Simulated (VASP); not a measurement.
Here is a VASP 6.6.1 calculation.

The input INCAR:

```
  PREC = Accurate
  ENCUT = 520
  EDIFF = 1E-8
  ISMEAR = 0
  SIGMA = 0.01
  LREAL = False
  LASPH = True
  NELM = 60
  ALGO = Normal
  ISIF = 2
  LWAVE = False
  LCHARG = True
  GGA = PS
  NBANDS = 11
  IBRION = 8
  NSW = 1
  LEPSILON = True
```

Contents of KPOINTS:

```
regular mesh
0
Gamma
  12 12 12
```

Contents of POSCAR:

```
Si
1.0
    0.0000000000      2.6586320657      2.6586320657
    2.6586320657      0.0000000000      2.6586320657
    2.6586320657      2.6586320657      0.0000000000
Si
2
Direct
    0.5000000000      0.5000000000      0.5000000000
    0.7500000000      0.7500000000      0.7500000000
```

Potentials or basis: VASP PAW PBE potentials, release 64 (Si).

Launch:

```console
$ cat potpaw_PBE.64/Si/POTCAR > POTCAR
$ mpirun -np 1 vasp_std > vasp.out
```

Problem. Estimate the electronic dielectric tensor (diagonal).

Solution. 13.33.

Problem. Estimate the Born charges (mean of the diagonal).

Solution. Si +0.00 e.

Problem. What does it give for the highest phonon frequency at Γ?

Solution. 543 cm⁻¹.

Phonon frequencies in cm⁻¹ (negative: imaginary):
| q point | frequencies |
| --- | --- |
| (0.000, 0.000, 0.000) | 0 0 0 543 543 543 |

Caveat: the cell wasn't relaxed at this level first, which shifts response properties.
